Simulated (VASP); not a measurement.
Write the native input for VASP 6.6.1 that does the following.

| Property | Result |
| --- | --- |
| Task | relaxation of cell and atoms |
| Functional | LDA |
| Potentials or basis | VASP PAW LDA potentials, release 64 (Rh_pv) |
| Cutoff | 600 eV |
| k mesh | 9 × 9 × 9 |
| Occupations | gaussian, width 0.1 eV |
| Spin | no spin polarisation |
| Target pressure | 6 GPa |
| Dipole correction | no |
| Further INCAR settings | ALGO = Normal; EDIFF = 1e-07; IBRION = 2; EDIFFG = -0.1; NSW = 80; ISIF = 3 |

The structure of Rh lies in POSCAR:

```
Rh
1.0
    0.0000000000      1.8978500000      1.8978500000
    1.8978500000      0.0000000000      1.8978500000
    1.8978500000      1.8978500000      0.0000000000
Rh
1
Direct
    0.0000000000      0.0000000000      0.0000000000
```

One way to write it, as run:

INCAR

```
SYSTEM = Rh
PREC = Accurate
ENCUT = 600
EDIFF = 1E-7
ISMEAR = 0
SIGMA = 0.1
LREAL = .False.
LASPH = .True.
NELM = 80
ALGO = Normal
ISIF = 3
LWAVE = .False.
LCHARG = .False.
GGA = CA
IBRION = 2
NSW = 80
EDIFFG = -0.1
PSTRESS = 60.0
```

KPOINTS

```
regular mesh
0
Gamma
  9 9 9
  0 0 0
```

Potentials or basis: VASP PAW LDA potentials, release 64 (Rh_pv).

Launch:

```console
$ cat potpaw_LDA.64/Rh_pv/POTCAR > POTCAR
$ mpirun -np 1 vasp_std > vasp.out
```

It gave:

| Property | Result |
| --- | --- |
| Relaxed volume | 13.06 Å³/atom |
| Relaxed cell | a = 2.643 Å, b = 2.643 Å, c = 2.643 Å, α = 60.00°, β = 60.00°, γ = 60.00° |
| Space group after relaxing (to 0.05 Å) | Fm-3m (No. 225) |
| Energy change on relaxing (the enthalpy is what falls) | -8.8 meV/atom |
| Ionic steps | 3 |
| Pressure after relaxing | 5.0 GPa |

Caveat: the cell is relaxed towards a set pressure, so the enthalpy falls and the energy may rise.

Wall time 6 s on 1 thread of Intel(R) Xeon(R) 6975P-C (Granite Rapids) (shared host), peak memory 0.14 GiB.
